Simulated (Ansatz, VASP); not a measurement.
## BC5 in VASP and in Ansatz

File INCAR:

```
SYSTEM = BC5
  PREC = Accurate
  ENCUT = 520
  EDIFF = 1E-6
  ISMEAR = -1
  SIGMA = 0.05
  LREAL = .False.
  LASPH = .True.
  NELM = 80
  ALGO = Normal
  ISIF = 2
  LWAVE = .False.
  LCHARG = .False.
  GGA = PE
  NBANDS = 20
```

File KPOINTS:

```
regular mesh
0
Gamma
  15 15 15
  0 0 0
```

Contents of POSCAR:

```
BC5
1.0
   -1.2410225779      1.2410225779      5.6277785619
    1.2410225779     -1.2410225779      5.6277785619
    1.2410225779      1.2410225779     -5.6277785619
C B
5 1
Direct
    0.0801160000      0.5801160000      0.5000000000
    0.4198840000      0.9198840000      0.5000000000
    0.5000000000      0.5000000000      0.0000000000
    0.1562810000      0.1562810000      0.0000000000
    0.8437190000      0.8437190000      0.0000000000
    0.7500000000      0.2500000000      0.5000000000
```

Contents of input.yaml:

```yaml
crystal:
  lattice:
    - [-1.2410225779, 1.2410225779, 5.6277785619]
    - [1.2410225779, -1.2410225779, 5.6277785619]
    - [1.2410225779, 1.2410225779, -5.6277785619]
  atoms:
    - { symbol: C, position: [0.080116, 0.580116, 0.5] }
    - { symbol: C, position: [0.419884, 0.919884, 0.5] }
    - { symbol: C, position: [0.5, 0.5, 0.0] }
    - { symbol: C, position: [0.156281, 0.156281, 0.0] }
    - { symbol: C, position: [0.843719, 0.843719, 0.0] }
    - { symbol: B, position: [0.75, 0.25, 0.5] }
hamiltonian:
  xc: pbe
  pseudopotentials: { kind: paw }
kpoints:
  mp_grid: { grid: [15, 15, 15] }
scf:
  occupations: { method: fermi_dirac, width: 0.05 }
output:
  forces: true
  stress: true
  eigenvalues: true
```

Alike in both runs: task single point; functional PBE; k mesh 15 × 15 × 15; occupations fermi-dirac, width 0.05 eV; no spin polarisation.

|  | VASP | Ansatz |
| --- | --- | --- |
| version | VASP 6.6.1 | Ansatz 0.2.0 |
| potentials or method | VASP PAW PBE potentials, release 64 (C, B) | Ansatz PAW |
| plane-wave cutoff (eV) | 520 | 420 |
| valence electrons in the cell | 23 | 23 |

Ansatz gave:

- gap on the k mesh at the Fermi level (eV): none
- pressure (GPa): 15.7
- traceless stress, the component that is largest in VASP (GPa): -0.59
- rms of the force components (eV/Å): 0.038

Q: What did VASP give for the same quantities?

A: gap on the k mesh at the Fermi level (eV): none; pressure (GPa): 16.3; traceless stress, the component that is largest in VASP (GPa): -0.59; rms of the force components (eV/Å): 0.046.

Atom by atom the forces differ by 0.009 eV/Å (rms over components). A gap of «none» marks a metal or a gap that the smearing closes.
